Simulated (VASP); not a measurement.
Wanted: the native input for a VASP 6.6.1 run.

| Item | Value |
| --- | --- |
| Task | single point |
| Functional | r2SCAN |
| Potentials or basis | VASP PAW PBE potentials, release 64 (Al) |
| Cutoff | 550 eV |
| k mesh | 6 × 6 × 6 |
| Occupations | fermi-dirac, width 0.15 eV |
| Spin | no spin polarisation |
| Dipole correction | no |
| Further INCAR settings | ALGO = Normal; EDIFF = 1e-06; NBANDS = 8 |

Al:

```
Al
1.0
    -1.59122    1.59122    1.59122
     1.59122   -1.59122    1.59122
     1.59122    1.59122   -1.59122
Al
1
Direct
  0.00000 0.00000 0.00000
```

This isn't the form of Al at room conditions, which is fcc.

One way to write it, as run:

POSCAR

```
Al
1.0
   -1.5912186900      1.5912186900      1.5912186900
    1.5912186900     -1.5912186900      1.5912186900
    1.5912186900      1.5912186900     -1.5912186900
Al
1
Direct
    0.0000000000      0.0000000000      0.0000000000
```

INCAR.step1

```
SYSTEM = Al
PREC = Accurate ; ENCUT = 550
ISMEAR = -1 ; SIGMA = 0.15
LREAL = .FALSE. ; LASPH = .TRUE.
NELM = 120 ; NBANDS = 8
GGA = PE ; ALGO = Normal
EDIFF = 1E-5 ; LWAVE = .TRUE.
LCHARG = .FALSE. ; GGA_COMPAT = .FALSE.
```

INCAR.step2

```
SYSTEM = Al
PREC = Accurate ; ENCUT = 550
EDIFF = 1E-6 ; ISMEAR = -1
SIGMA = 0.15 ; LREAL = .FALSE.
LASPH = .TRUE. ; NELM = 120
ALGO = Normal ; ISIF = 2
LWAVE = .FALSE. ; LCHARG = .FALSE.
METAGGA = R2SCAN ; LMIXTAU = .TRUE.
NBANDS = 8 ; ISTART = 1
GGA_COMPAT = .FALSE.
```

KPOINTS

```
regular mesh
0
G
  6 6 6
  0 0 0
```

Potentials or basis: VASP PAW PBE potentials, release 64 (Al).

Command:

```console
$ cat potpaw_PBE.64/Al/POTCAR > POTCAR
$ cp INCAR.step1 INCAR
$ mpirun -np 1 vasp_std > vasp.out
$ cp INCAR.step2 INCAR
$ mpirun -np 1 vasp_std > vasp.out
```

It gave:

```yaml
Pressure: 1.0 GPa
Band_gap_on_the_k_mesh: zero (an odd number of electrons rules out a gap without spin polarisation)
```

Caveat: the k points lie up to 0.47 Å⁻¹ apart, too coarse for converged energies and pressures of a metal; the PAW data sets were made with another functional, which shifts forces and pressure a little.

Run time: 8.6 s on 1 thread of Intel(R) Xeon(R) Platinum 8259CL CPU @ 2.50GHz (Skylake/Cascade Lake) (shared host), peak memory 0.13 GiB.
